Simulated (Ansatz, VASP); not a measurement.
## WSe2: VASP beside Ansatz

```
W Se
1.0
     3.88560    0.00000    0.00000
    -1.94280    2.51312    0.00000
     0.00000    0.00000    6.51523
W Se
1 2
Cartesian
  0.0000 0.0000 0.0000
  0.0000 1.6754 1.5673
  0.0000 1.6754 4.9480
```

Change from the starting cell: strain +e along x and -e along y +0.1500, strain +e along z and -e/2 along x and y -0.0700.

Alike in both runs: task single point; functional PBE; dispersion D3(BJ); k mesh 9 × 9 × 4; occupations gaussian, width 0.05 eV; no spin polarisation.

```csv
,VASP,Ansatz
version,VASP 6.6.1,Ansatz 0.2.0
potentials or method,"VASP PAW PBE potentials, release 64 (W_sv, Se), cutoff 520 eV","scalar-relativistic, plane waves, PAW"
valence electrons in the cell,26,46
```

VASP gave:

- gap on the k mesh at the Fermi level (eV): 0.20
- least direct gap on the mesh (eV): 0.90
- pressure (GPa): 10.6
- traceless stress, the component that is largest in VASP (GPa): -19.24
- rms of the force components (eV/Å): 2.084

Q: Estimate Ansatz's values.

A: gap on the k mesh at the Fermi level (eV): 0.20; least direct gap on the mesh (eV): 0.91; pressure (GPa): 10.2; traceless stress, the component that is largest in VASP (GPa): -19.19; rms of the force components (eV/Å): 2.058.

Atom by atom the forces differ by 0.031 eV/Å (rms over components). VASP's potentials hold 26 valence electrons a cell and Ansatz's 46, so a difference there can come from the potentials and not from the codes.

Neither program's run includes spin-orbit coupling.
